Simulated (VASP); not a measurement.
As, 4 atoms in the cell. The structure is orthorhombic, space group Cmce (No. 64). Conventional cell: a = 3.551 Å, b = 10.936 Å, c = 4.474 Å, α = 90.00°, β = 90.00°, γ = 90.00°. Within 3.2 Å of As (site symmetry m) lie 3 As at 2.40 Å. 

* Program: VASP 6.6.1
* Task: single point
* Functional: PBE
* Potentials or basis: VASP PAW PBE potentials, release 64 (As)
* Cutoff: 500 eV
* k mesh: 10 × 10 × 8
* Occupations: fermi-dirac, width 0.1 eV
* Spin: no spin polarisation
* Dipole correction: no
* Further INCAR settings: ALGO = Normal; EDIFF = 1e-06; NBANDS = 18

Potentials or basis: VASP PAW PBE potentials, release 64 (As).

Command:

```bash
$ cat potpaw_PBE.64/As/POTCAR > POTCAR
$ mpirun -np 1 vasp_std > vasp.out
```

Hardware: 1 thread of Intel(R) Xeon(R) Platinum 8559C (Emerald Rapids), with other jobs on the host.

Question: Estimate the wall time of this run.

Answer: Run time: 2 min on 1 thread of Intel(R) Xeon(R) Platinum 8559C (Emerald Rapids), with other jobs on the host, peak memory 0.35 GiB. Counts: scf iterations 12, k points 155.
